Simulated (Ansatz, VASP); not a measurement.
Given: the input of a run of VASP 6.6.1 on C.

POSCAR

```
C
1.0
    0.0000000000      1.7833700000      1.7833700000
    1.7833700000      0.0000000000      1.7833700000
    1.7833700000      1.7833700000      0.0000000000
C
2
Direct
    0.7500000000      0.7500000000      0.7500000000
    0.5000000000      0.5000000000      0.5000000000
```

The input INCAR.step1:

```
PREC     = Accurate       # precision mode
ENCUT    = 520            # plane-wave cutoff, eV
EDIFF    = 1E-5           # SCF threshold, eV
ISMEAR   = -1             # smearing method
SIGMA    = 0.05           # smearing width, eV
LREAL    = F              # projectors in reciprocal space
LASPH    = T              # aspherical terms in the spheres
NELM     = 60             # most SCF steps
ALGO     = Normal         # electronic algorithm
ISIF     = 2              # what is computed and relaxed
LWAVE    = T              # write WAVECAR
LCHARG   = F              # write CHGCAR
GGA      = PE             # functional
NBANDS   = 11             # bands
```

The input INCAR.step2:

```
PREC     = Accurate       # precision mode
ENCUT    = 520            # plane-wave cutoff, eV
EDIFF    = 1E-6           # SCF threshold, eV
ISMEAR   = -1             # smearing method
SIGMA    = 0.05           # smearing width, eV
LREAL    = F              # projectors in reciprocal space
LASPH    = T              # aspherical terms in the spheres
NELM     = 60             # most SCF steps
ALGO     = Normal         # electronic algorithm
ISIF     = 2              # what is computed and relaxed
LWAVE    = F              # write WAVECAR
LCHARG   = F              # write CHGCAR
GGA      = PE             # functional
LHFCALC  = T              # exact exchange
AEXX     = 0.25           # exact-exchange fraction
PRECFOCK = Normal       
ISTART   = 1            
NBANDS   = 11             # bands
```

KPOINTS

```
regular mesh
0
Gamma
  6 6 6
```

Potentials or basis: VASP PAW PBE potentials, release 64 (C).

Run with:

```sh
$ cat potpaw_PBE.64/C/POTCAR > POTCAR
$ cp INCAR.step1 INCAR
$ mpirun -np 1 vasp_std > vasp.out
$ cp INCAR.step2 INCAR
$ mpirun -np 1 vasp_std > vasp.out
```

Problem. Translate it to Ansatz 0.2.0. Potentials there: all-electron PAW datasets made for the crystal.

Solution. As run (the cutoff follows the program's own potentials):

Contents of input.yaml:

```yaml
crystal:
  lattice:
    - [0.0, 1.78337, 1.78337]
    - [1.78337, 0.0, 1.78337]
    - [1.78337, 1.78337, 0.0]
  atoms:
    - { symbol: C, position: [0.75, 0.75, 0.75] }
    - { symbol: C, position: [0.5, 0.5, 0.5] }
kpoints:
  mp_grid: { grid: [6, 6, 6] }
scf:
  occupations: { method: fermi_dirac, width: 0.05 }
hamiltonian:
  xc: { exchange: pbe, correlation: pbe, exx: { coeff: 0.25 } }
  pseudopotentials: { kind: all_electron, datasets: crystal }
output:
  forces: true
  stress: true
```

Potentials or basis: all-electron PAW datasets made for the crystal.

Run with:

```bash
$ ansatz run input.yaml --threads 1 --pin off --max-ram 3072MiB --backend cpu --events-out ev --progress --plain --runs-dir out
```

Both were run:

|  | VASP | Ansatz | Ansatz less VASP |
| --- | --- | --- | --- |
| gap on the k mesh at the Fermi level (eV) | 6.10 | 6.08 | -0.023 |
| least direct gap on the mesh (eV) | 7.75 | 7.72 | -0.026 |
| pressure (GPa) | -7.5 | -8.2 | -0.74 |

VASP's potentials were made for PBE, not for PBE-based global hybrid. Ansatz ran all-electron here, and VASP with PAW potentials.

The k mesh is coarse, so the values compare programs but aren't converged.
